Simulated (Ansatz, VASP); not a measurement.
## NbTe in VASP and in Ansatz

INCAR

```
PREC = Accurate
ENCUT = 520
EDIFF = 1E-7
ISMEAR = 0
SIGMA = 0.05
LREAL = False
LASPH = True
NELM = 150
ALGO = Normal
ISIF = 2
LWAVE = False
LCHARG = True
ISPIN = 2
MAGMOM = 1.66 0
LORBIT = 11
LMAXMIX = 4
GGA = PE
LELF = True
LVHAR = True
NBANDS = 20
```

The input KPOINTS:

```
regular mesh
0
Gamma
  10 10 10
```

File POSCAR:

```
NbTe
1.0
    0.0000000000      3.1846619175      3.1528152983
    3.1846619175      0.0000000000      3.1528152983
    3.1846619175      3.1846619175      0.0000000000
Nb Te
1 1
Direct
    0.0000000000      0.0000000000      0.0000000000
    0.2500000000      0.2500000000      0.2500000000
```

Input for Ansatz:

```yaml
crystal:
  lattice:
    - [0.0, 3.1846619175, 3.1528152983]
    - [3.1846619175, 0.0, 3.1528152983]
    - [3.1846619175, 3.1846619175, 0.0]
  atoms:
    - { symbol: Nb, position: [0.0, 0.0, 0.0], spin: 1.66 }
    - { symbol: Te, position: [0.25, 0.25, 0.25] }
basis:
  ecutwfc: 420
  ecutrho_ratio: 4
kpoints:
  mp_grid: { grid: [10, 10, 10] }
hamiltonian:
  xc: pbe
scf:
  occupations: { method: gaussian, width: 0.05 }
output:
  forces: true
  stress: true
  eigenvalues: true
  populations: true
magnetization:
  spin_polarized: true
```

Change from the starting cell: strain e3 = -0.01, atoms carried along.

Alike in both runs: task single point; functional PBE; k mesh 10 × 10 × 10; occupations gaussian, width 0.05 eV; collinear spin.

|  | VASP | Ansatz |
| --- | --- | --- |
| version | VASP 6.6.1 | Ansatz 0.2.0 |
| potentials or method | VASP PAW PBE potentials, release 64 (Nb_sv, Te), cutoff 520 eV | scalar-relativistic, plane waves, PAW |
| valence electrons in the cell | 19 | 29 |

```tsv
	VASP	Ansatz	Ansatz less VASP
pressure (GPa)	0.5	0.6	+0.11
traceless stress, the component that is largest in VASP (GPa)	0.06	0.06	-0.001
net moment per atom (μB)	1.09	1.09	0.000
size of the moment on the site where the two differ most (μB)	1.58	1.49	-0.092
```

Site moments also hang on the region over which each program counts them. VASP's potentials hold 19 valence electrons a cell and Ansatz's 29, so a difference there can come from the potentials and not from the codes.

Neither program's run includes spin-orbit coupling.
